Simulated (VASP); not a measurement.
# GaN (P6_3mc) in VASP: notebook

The runs below take GaN through single point, with r2SCAN.

Everything below comes from runs of VASP 6.6.1. Logs are shortened: lines on timing, memory, paths and dates and some standing lists are left out, and cuts for length are marked.

## (1) The cell of the first run

It takes space group P6_3mc (No. 186, hexagonal). The conventional cell has a = 3.199 Å, b = 3.199 Å, c = 5.168 Å, α = 90.00°, β = 90.00°, γ = 120.00°. Within 2.6 Å of Ga (site symmetry 3m) lie 4 N at 1.95 Å. Within 2.6 Å of N (site symmetry 3m) lie 4 Ga at 1.95 Å.

## (2) Single point, r2SCAN (in-plane strain +0.005)

POSCAR reads:

```
GaN
1.0
    3.1990180710      0.0000000000      0.0000000000
   -1.5995090355      2.7704309166      0.0000000000
    0.0000000000      0.0000000000      5.1680279317
Ga N
2 2
Direct
    0.3333333333      0.6666666667     -0.0008903618
    0.6666666667      0.3333333333      0.4991096382
    0.3333333333      0.6666666667      0.3758903618
    0.6666666667      0.3333333333      0.8758903618
```

INCAR.step1 reads:

```
SYSTEM = GaN
  ALGO = Normal
  EDIFF = 1E-4
  ENCUT = 520
  GGA = PE
  ISMEAR = 0
  LASPH = .TRUE.
  LCHARG = .FALSE.
  LREAL = .FALSE.
  LWAVE = .TRUE.
  NBANDS = 26
  NELM = 100
  PREC = Accurate
  SIGMA = 0.01
```

INCAR.step2 reads:

```
SYSTEM = GaN
  ALGO = Normal
  EDIFF = 1E-6
  ENCUT = 520
  ISIF = 2
  ISMEAR = 0
  ISTART = 1
  LASPH = .TRUE.
  LCHARG = .FALSE.
  LMIXTAU = .TRUE.
  LREAL = .FALSE.
  LWAVE = .FALSE.
  METAGGA = R2SCAN
  NBANDS = 26
  NELM = 100
  PREC = Accurate
  SIGMA = 0.01
```

KPOINTS reads:

```
k-points
0
G
  8 8 4
  0 0 0
```

Potentials or basis: VASP PAW PBE potentials, release 64 (Ga_d, N).

Run with:

```
> cat potpaw_PBE.64/Ga_d/POTCAR potpaw_PBE.64/N/POTCAR > POTCAR
> cp INCAR.step1 INCAR
> mpirun -np 1 vasp_std > vasp.out
> cp INCAR.step2 INCAR
> mpirun -np 1 vasp_std > vasp.out
```

OUTCAR:

```text
SYSTEM = GaN
   EDIFF = 1E-6
   ENCUT = 520
   ISIF = 2
   ISMEAR = 0
   ISTART = 1
   LASPH = .TRUE.
   LREAL = .FALSE.
   METAGGA = R2SCAN
   NELM = 100
   PREC = Accurate

 ion  position               nearest neighbor table
   1  0.333  0.667  0.999-   3 1.95   4 1.95   4 1.95   4 1.95
   2  0.667  0.333  0.499-   4 1.95   3 1.95   3 1.95   3 1.95
   3  0.333  0.667  0.376-   1 1.95   2 1.95   2 1.95   2 1.95
   4  0.667  0.333  0.876-   2 1.95   1 1.95   1 1.95   1 1.95

  LATTYP: Found a hexagonal cell.
 ALAT       =     3.1990180710
 C/A-ratio  =     1.6155044507

  Lattice vectors:

 A1 = (   3.1990180710,   0.0000000000,   0.0000000000)
 A2 = (  -1.5995090355,   2.7704309166,   0.0000000000)
 A3 = (   0.0000000000,   0.0000000000,   5.1680279317)

Analysis of symmetry for initial positions (statically):
=====================================================================
 Subroutine PRICEL returns:
 Original cell was already a primitive cell.

 Routine SETGRP: Setting up the symmetry group for a
 hexagonal supercell.

 Subroutine GETGRP returns: Found 12 space group operations
 (whereof  6 operations were pure point group operations)
 out of a pool of 24 trial point group operations.

The static configuration has the point symmetry C_3v.
 The point group associated with its full space group is C_6v.

Analysis of symmetry for dynamics (positions and initial velocities):
=====================================================================
 Subroutine PRICEL returns:
 Original cell was already a primitive cell.

 Routine SETGRP: Setting up the symmetry group for a
 hexagonal supercell.

 Subroutine GETGRP returns: Found 12 space group operations
 (whereof  6 operations were pure point group operations)
 out of a pool of 24 trial point group operations.

The dynamic configuration has the point symmetry C_3v.
 The point group associated with its full space group is C_6v.

 Subroutine INISYM returns: Found 12 space group operations
 (whereof  6 operations are pure point group operations),
 and found     1 'primitive' translations

----------------------------------------------------------------------------------------

                                     Primitive cell

  volume of cell :      45.8025

  direct lattice vectors                    reciprocal lattice vectors
     3.199018071  0.000000000  0.000000000     0.312595921  0.180477339  0.000000000
    -1.599509035  2.770430917  0.000000000     0.000000000  0.360954678  0.000000000
     0.000000000  0.000000000  5.168027932     0.000000000  0.000000000  0.193497406

  length of vectors
     3.199018071  3.199018071  5.168027932     0.360954678  0.360954678  0.193497406

  position of ions in fractional coordinates (direct lattice)
     0.333333333  0.666666667  0.999109638
     0.666666667  0.333333333  0.499109638
     0.333333333  0.666666667  0.375890362
     0.666666667  0.333333333  0.875890362

  ion indices of the primitive-cell ions
   primitive index   ion index
                 1           1
                 2           2
                 3           3
                 4           4

----------------------------------------------------------------------------------------

 KPOINTS: k-points

Automatic generation of k-mesh.
 Grid dimensions read from file:
 generate k-points for:    8    8    4

 Generating k-lattice:

  Cartesian coordinates                     Fractional coordinates (reciprocal lattice)
     0.039074490  0.022559667  0.000000000     0.125000000  0.000000000  0.000000000
     0.000000000  0.045119335  0.000000000     0.000000000  0.125000000  0.000000000
     0.000000000  0.000000000  0.048374352     0.000000000  0.000000000  0.250000000

  Length of vectors
     0.045119335  0.045119335  0.048374352

  Shift w.r.t. Gamma in fractional coordinates (k-lattice)
     0.000000000  0.000000000  0.000000000

 Subroutine IBZKPT returns following result:
 ===========================================

 Found     30 irreducible k-points:

 Following reciprocal coordinates:
            Coordinates               Weight
  0.000000  0.000000  0.000000      1.000000
  0.125000  0.000000  0.000000      6.000000
  0.250000  0.000000  0.000000      6.000000
  0.375000  0.000000  0.000000      6.000000
  0.500000  0.000000  0.000000      3.000000
  0.125000  0.125000  0.000000      6.000000
[... 16 lines left out ...]
  0.250000  0.000000  0.500000      6.000000
  0.375000  0.000000  0.500000      6.000000
 [... further k-points ...]
   k-points           NKPTS =     30   k-points in BZ     NKDIM =     30   number of bands    NBANDS=     26
   number of dos      NEDOS =    301   number of ions     NIONS =      4
   total plane-waves  NPLWV =  23040
   dimension x,y,z NGX =    24 NGY =   24 NGZ =   40
   dimension x,y,z NGXF=    48 NGYF=   48 NGZF=   80
   ions per type =               2   2
   NGX,Y,Z   is equivalent  to a cutoff of  12.47, 12.47, 12.87 a.u.
   NGXF,Y,Z  is equivalent  to a cutoff of  24.94, 24.94, 25.73 a.u.
 SYSTEM =  GaN
   PREC   = accura    normal or accurate (medium, high low for compatibility)
   ISTART =      1    job   : 0-new  1-cont  2-samecut
   ICHARG =      0    charge: 1-file 2-atom 10-const
   ISPIN  =      1    spin polarized calculation?
   LNONCOLLINEAR =      F non collinear calculations
   LSORBIT =      F    spin-orbit coupling
   LASPH  =      T    aspherical Exc in radial PAW
   ENCUT  =  520.0 eV  38.22 Ry    6.18 a.u.   5.95  5.95  9.61*2*pi/ulx,y,z
   NELM   =    100;   NELMIN=  2; NELMDL=  0     # of ELM steps
   EDIFF  = 0.1E-05   stopping-criterion for ELM
   LREAL  =      F    real-space projection
   EDIFFG = 0.1E-04   stopping-criterion for IOM
   NSW    =      0    number of steps for IOM
   IBRION =     -1    ionic relax: 0-MD 1-quasi-New 2-CG
   NFREE  =      0    steps in history (QN), initial steepest desc. (CG)
   ISIF   =      2    stress and relaxation
   ISYM   =      2    0-nonsym 1-usesym 2-fastsym
   POTIM  = 0.5000    time-step for ionic-motion
   TEBEG  =    0.0;   TEEND  =   0.0 temperature during run
   PSTRESS=    0.0 pullay stress
   NELECT =      36.0000    total number of electrons
   NUPDOWN=      -1.0000    fix difference up-down
   EMIN   =  10.00;   EMAX   =-10.00  energy-range for DOS
   EFERMI =   0.00;   METHOD = LEGACY
   ISMEAR =     0;   SIGMA  =   0.01  broadening in eV -4-tet -1-fermi 0-gaus
   EFERMI_NEDOS =   21; number of points for ismear=-14 and -15
   IALGO  =     38    algorithm
   IMIX   =      4    mixing-type and parameters
     AMIX     =   0.40;   BMIX     =  1.00
     AMIX_MAG =   1.60;   BMIX_MAG =  1.00
  volume/ion in A,a.u.               =      11.45        77.27
  Fermi-wavevector in a.u.,A,eV,Ry     =   1.510820  2.855036 31.056344  2.282577
  Thomas-Fermi vector in A             =   2.620959
   LORBIT       =      0    0 simple, 1 ext, 2 COOP (PROOUT), +10 PAW based schemes
   METAGGA = R2SCAN    functional components
   LHFCALC =     F    Hartree Fock is set to
   AEXX    =    0.0000 exact exchange contribution
   IVDW    =     0    specifies the selected vdW correction
   LEPSILON=     F    determine dielectric tensor
   LRPA    =     F    only Hartree local field effects (RPA)
 non-spin polarized calculation
 Gauss-broadening in eV      SIGMA  =   0.01
  energy-cutoff  :      520.00
  volume of cell :       45.80
 maximum number of plane-waves:      1250
 NGX is ok and might be reduce to    24
   NGX = 11   NGY = 11   NGZ = 19

 number of electron      35.9999982 magnetization

 Free energy of the ion-electron system (eV)
  ---------------------------------------------------
  ext. energy  EPLUGINS =         0.00000000
  ---------------------------------------------------
  free energy    TOTEN  =       -43.81930490 eV

  energy without entropy =      -43.81930490  energy(sigma->0) =      -43.81930490

 E-fermi :   5.0852     XC(G=0): -12.6221

 val. band max:        5.0177551680   @ k =   0.0000   0.0000   0.0000
 cond. band min:       7.3323354586   @ k =   0.0000   0.0000   0.0000
 fundamental gap:      2.3145802905
 Fermi energy:         5.0852492438

 k-point     1 :       0.0000    0.0000    0.0000
  band No.  band energies     occupation
      1     -11.7260      2.00000
      2     -10.7323      2.00000
      3      -8.7981      2.00000
      4      -8.7799      2.00000
      5      -8.7799      2.00000
      6      -8.7110      2.00000
[... 18 lines left out ...]
     25      17.4198      0.00000
     26      17.4199      0.00000

 k-point     2 :       0.1250    0.0000    0.0000
  band No.  band energies     occupation
      1     -11.5773      2.00000
      2     -10.6916      2.00000
      3      -8.7797      2.00000
      4      -8.7585      2.00000
      5      -8.7304      2.00000
      6      -8.6904      2.00000
[... 18 lines left out ...]
     25      17.0630      0.00000
     26      17.7631      0.00000

 k-point     3 :       0.2500    0.0000    0.0000
  band No.  band energies     occupation
      1     -11.2195      2.00000
      2     -10.6107      2.00000
      3      -8.7386      2.00000
      4      -8.7193      2.00000
      5      -8.6481      2.00000
      6      -8.6080      2.00000
[... 18 lines left out ...]
     25      17.1668      0.00000
     26      18.4902      0.00000

 k-point     4 :       0.3750    0.0000    0.0000
  band No.  band energies     occupation
      1     -10.8846      2.00000
      2     -10.5566      2.00000
      3      -8.7197      2.00000
      4      -8.7016      2.00000
      5      -8.6040      2.00000
      6      -8.5424      2.00000
[... 18 lines left out ...]
     25      17.6493      0.00000
     26      19.1663      0.00000
[... 496 lines left out ...]
      1     -11.0455      2.00000
      2     -11.0455      2.00000
      3      -8.7386      2.00000
      4      -8.7386      2.00000
      5      -8.7280      2.00000
      6      -8.7280      2.00000
[... 18 lines left out ...]
     25      16.4487      0.00000
     26      16.4487      0.00000

 k-point    23 :       0.2500    0.0000    0.5000
  band No.  band energies     occupation
      1     -10.8308      2.00000
      2     -10.8308      2.00000
      3      -8.7081      2.00000
      4      -8.7081      2.00000
      5      -8.6659      2.00000
      6      -8.6659      2.00000
[... 18 lines left out ...]
     25      17.3126      0.00000
     26      17.3126      0.00000

 k-point    24 :       0.3750    0.0000    0.5000
  band No.  band energies     occupation
      1     -10.6571      2.00000
      2     -10.6571      2.00000
      3      -8.7104      2.00000
      4      -8.7104      2.00000
      5      -8.6152      2.00000
      6      -8.6152      2.00000
[... 18 lines left out ...]
     25      17.8683      0.00000
     26      17.8683      0.00000

 [... further k-points ...]
[... 5 lines left out ...]
  --------------------------------------------------------------------------------------
  -------------------------------------------------------------------------------------
  Total       -0.3766420     -0.3766420      0.4888095      0.0000000     -0.0000000      0.0000000
  in kB      -13.1749933    -13.1749933     17.0986329      0.0000000     -0.0000000      0.0000000
  external PRESSURE =      -3.0837846 kB  Pullay stress =       0.0000000 kB

 VOLUME and BASIS-vectors are now :
 -----------------------------------------------------------------------------
  energy-cutoff  :      520.00
  volume of cell :       45.80
      direct lattice vectors                 reciprocal lattice vectors
     3.199018071  0.000000000  0.000000000     0.312595921  0.180477339  0.000000000
    -1.599509035  2.770430917  0.000000000     0.000000000  0.360954678  0.000000000
     0.000000000  0.000000000  5.168027932     0.000000000  0.000000000  0.193497406

 POSITION                                       TOTAL-FORCE (eV/Angst)
 -----------------------------------------------------------------------------------
     -0.00000      1.84695      5.16343         0.000000     -0.000000     -0.081744
      1.59951      0.92348      2.57941        -0.000000      0.000000     -0.081744
     -0.00000      1.84695      1.94261         0.000000     -0.000000      0.081744
      1.59951      0.92348      4.52663         0.000000     -0.000000      0.081744
 -----------------------------------------------------------------------------------
    total drift:                                0.000002      0.000004      0.028396

  FREE ENERGIE OF THE ION-ELECTRON SYSTEM (eV)
  ---------------------------------------------------
  free  energy   TOTEN  =       -43.8193048965 eV

  energy  without entropy=      -43.8193048965  energy(sigma->0) =      -43.81930490
```

Run time: 2.1 min. Hardware: 1 thread of Intel Xeon Platinum 8175M at 2.50GHz (Skylake/Cascade Lake), shared host; peak memory 0.18 GiB.

Results:

| Item | Value |
| --- | --- |
| Free energy | -43.8193 eV |
| Pressure | -0.3 GPa |
| Largest force | 0.082 eV/Å |
| Band gap on the k mesh | 2.31 eV, direct |

Forces in eV/Å, atoms in the order of the input:
```
Ga   0.000  0.000 -0.082
Ga   0.000  0.000 -0.082
N    0.000  0.000  0.082
N    0.000  0.000  0.082
```

Caveat: the cell differs from its parent crystal (in-plane strain +0.005); the PAW data sets were made with another functional, which shifts forces and pressure a little.

## (3) Single point, r2SCAN (in-plane strain +0.01, then relaxed in part)

POSCAR reads:

```
GaN
1.0
    3.2149335838      0.0000000000      0.0000000000
   -1.6074667919      2.7842141550      0.0000000000
    0.0000000000      0.0000000000      5.1590415469
Ga N
2 2
Direct
    0.3333333333      0.6666666667     -0.0020697959
    0.6666666667      0.3333333333      0.4979302041
    0.3333333333      0.6666666667      0.3770697959
    0.6666666667      0.3333333333      0.8770697959
```

INCAR.step1 reads:

```
SYSTEM = GaN
  ALGO = Normal
  EDIFF = 1E-4
  ENCUT = 520
  GGA = PE
  ISMEAR = 0
  LASPH = .True.
  LCHARG = .False.
  LREAL = .False.
  LWAVE = .True.
  NBANDS = 26
  NELM = 100
  PREC = Accurate
  SIGMA = 0.01
```

INCAR.step2 reads:

```
SYSTEM = GaN
  ALGO = Normal
  EDIFF = 1E-6
  ENCUT = 520
  ISIF = 2
  ISMEAR = 0
  ISTART = 1
  LASPH = .True.
  LCHARG = .False.
  LMIXTAU = .True.
  LREAL = .False.
  LWAVE = .False.
  METAGGA = R2SCAN
  NBANDS = 26
  NELM = 100
  PREC = Accurate
  SIGMA = 0.01
```

KPOINTS reads:

```
k-points
0
Gamma
  8 8 4
  0 0 0
```

Potentials or basis: VASP PAW PBE potentials, release 64 (Ga_d, N).

Run with:

```
> cat potpaw_PBE.64/Ga_d/POTCAR potpaw_PBE.64/N/POTCAR > POTCAR
> cp INCAR.step1 INCAR
> mpirun -np 1 vasp_std > vasp.out
> cp INCAR.step2 INCAR
> mpirun -np 1 vasp_std > vasp.out
```

Wall time 2 min (1 thread of Intel Xeon Platinum 8175M at 2.50GHz (Skylake/Cascade Lake), shared host); peak memory 0.18 GiB.

It converged, with:

| Quantity | Value |
| --- | --- |
| Free energy | -43.8134 eV |
| Pressure | -1.9 GPa |
| Largest force | 0.009 eV/Å |
| Band gap on the k mesh | 2.24 eV, direct |

Forces on the atoms (eV/Å):
```
Ga   0.000  0.000 -0.009
Ga   0.000  0.000 -0.009
N    0.000  0.000  0.009
N    0.000  0.000  0.009
```

Stress tensor (GPa, compression positive):
```
-3.29  0.00  0.00
 0.00 -3.29  0.00
 0.00  0.00  0.91
```

Levels at points of the mesh, in eV from the valence-band top:
```tsv
k point	band 16	band 17	band 18	band 19	band 20	band 21
(0.00, 0.00, 0.00)	-0.05	-0.05	0.00	2.24	4.53	9.96
(0.50, 0.00, 0.00)	-2.87	-2.19	-1.04	5.40	6.01	6.60
(0.00, 0.00, 0.50)	-0.61	-0.61	-0.61	4.59	4.59	9.13
(0.50, 0.00, 0.50)	-2.03	-1.87	-1.87	4.86	4.86	8.31
```

Caveat: the cell differs from its parent crystal (in-plane strain +0.01, then relaxed in part); the PAW data sets were made with another functional, which shifts forces and pressure a little.
